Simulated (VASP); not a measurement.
Y, 1 atom in the cell. Symmetry: I4/mmm, No. 139, tetragonal system. Conventional cell: a = 3.514 Å, b = 3.514 Å, c = 4.920 Å, α = 90.00°, β = 90.00°, γ = 90.00°. Y (site symmetry 4/mmm) has 12 Y at 3.50 to 3.51 Å within 4.6 Å.  This cell differs from its parent crystal: zz strain of -1 %.

| Property | Result |
| --- | --- |
| Program | VASP 6.6.1 |
| Task | single point |
| Functional | LDA |
| Potentials or basis | VASP PAW LDA potentials, release 64 (Y_sv) |
| Cutoff | 520 eV |
| k mesh | 13 × 13 × 13 |
| Occupations | fermi-dirac, width 0.05 eV |
| Spin | no spin polarisation |
| Dipole correction | no |
| Further INCAR settings | ALGO = Normal; EDIFF = 1e-06; NBANDS = 12 |

Potentials or basis: VASP PAW LDA potentials, release 64 (Y_sv).

The run is started by

```bash
$ cat potpaw_LDA.64/Y_sv/POTCAR > POTCAR
$ mpirun -np 1 vasp_std > vasp.out
```

Hardware: 1 thread of Intel(R) Xeon(R) 6975P-C (Granite Rapids) (shared host).

How long does it take, and how much memory?

It took 27 s on 1 thread of Intel(R) Xeon(R) 6975P-C (Granite Rapids), with other jobs on the host, peak memory 0.22 GiB. Counts: scf iterations 11, k points 196.
